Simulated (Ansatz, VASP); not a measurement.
One calculation of SbW2, two programs

File INCAR:

```
PREC = Accurate ; ENCUT = 520
EDIFF = 1E-7 ; ISMEAR = -1
SIGMA = 0.05 ; LREAL = False
LASPH = True ; NELM = 100
ALGO = Normal ; ISIF = 2
LWAVE = False ; LCHARG = False
LMAXMIX = 4 ; METAGGA = R2SCAN
LMIXTAU = True ; NBANDS = 24
```

Contents of KPOINTS:

```
Automatic mesh
0
Gamma
  5 5 5
```

File POSCAR:

```
SbW2
1.0
    0.0000000000      3.1330100000      3.1330100000
    3.1330100000      0.0000000000      3.1330100000
    3.1330100000      3.1330100000      0.0000000000
Sb W
1 2
Direct
    0.5000000000      0.5000000000      0.5000000000
    0.2500000000      0.2500000000      0.2500000000
    0.7500000000      0.7500000000      0.7500000000
```

The input KPOINTS_OPT:

```
path GXWKGLUWLK,UX
20
line-mode
reciprocal
 0.0000000000  0.0000000000  0.0000000000  G
 0.5000000000  0.0000000000  0.5000000000  X

 0.5000000000  0.0000000000  0.5000000000  X
 0.5000000000  0.2500000000  0.7500000000  W

 0.5000000000  0.2500000000  0.7500000000  W
 0.3750000000  0.3750000000  0.7500000000  K

 0.3750000000  0.3750000000  0.7500000000  K
 0.0000000000  0.0000000000  0.0000000000  G

 0.0000000000  0.0000000000  0.0000000000  G
 0.5000000000  0.5000000000  0.5000000000  L

 0.5000000000  0.5000000000  0.5000000000  L
 0.6250000000  0.2500000000  0.6250000000  U

 0.6250000000  0.2500000000  0.6250000000  U
 0.5000000000  0.2500000000  0.7500000000  W

 0.5000000000  0.2500000000  0.7500000000  W
 0.5000000000  0.5000000000  0.5000000000  L

 0.5000000000  0.5000000000  0.5000000000  L
 0.3750000000  0.3750000000  0.7500000000  K

 0.6250000000  0.2500000000  0.6250000000  U
 0.5000000000  0.0000000000  0.5000000000  X
```

Contents of input.yaml:

```yaml
crystal:
  lattice:
    - [0.0, 3.13301, 3.13301]
    - [3.13301, 0.0, 3.13301]
    - [3.13301, 3.13301, 0.0]
  atoms:
    - { symbol: Sb, position: [0.5, 0.5, 0.5] }
    - { symbol: W, position: [0.25, 0.25, 0.25] }
    - { symbol: W, position: [0.75, 0.75, 0.75] }
hamiltonian:
  xc: r2scan
  pseudopotentials: { kind: paw }
kpoints:
  mp_grid: { grid: [5, 5, 5] }
  band_path:
    path:
      - [[0.0, 0.0, 0.0], [0.5, 0.0, 0.5], [0.5, 0.25, 0.75], [0.375, 0.375, 0.75], [0.0, 0.0, 0.0], [0.5, 0.5, 0.5], [0.625, 0.25, 0.625], [0.5, 0.25, 0.75], [0.5, 0.5, 0.5], [0.375, 0.375, 0.75]]
      - [[0.625, 0.25, 0.625], [0.5, 0.0, 0.5]]
    npoints: 14
scf:
  occupations: { method: fermi_dirac, width: 0.05 }
  n_extra_bands: 7
output:
  forces: true
  stress: true
  eigenvalues: true
  fatbands: true
  write_density: true
  write_potential: true
  elf: true
  volumetric_format: npy
```

Alike in both runs: task band structure; functional r2SCAN; k mesh 5 × 5 × 5; occupations fermi-dirac, width 0.05 eV; no spin polarisation.

|  | VASP | Ansatz |
| --- | --- | --- |
| version | VASP 6.6.1 | Ansatz 0.2.0 |
| potentials or method | VASP PAW PBE potentials, release 64 (Sb, W_sv) | Ansatz PAW |
| plane-wave cutoff (eV) | 520 | 500 |
| valence electrons in the cell | 33 | 43 |

```tsv
	VASP	Ansatz	Ansatz less VASP
gap on the k mesh at the Fermi level (eV)	none	none	-
pressure (GPa)	-1.9	-2.3	-0.42
```

VASP's potentials were made for PBE, not for r2SCAN. A gap of «none» marks a metal or a gap that the smearing closes. VASP's potentials hold 33 valence electrons a cell and Ansatz's 43, so a difference there can come from the potentials and not from the codes.

Neither program's run includes spin-orbit coupling.
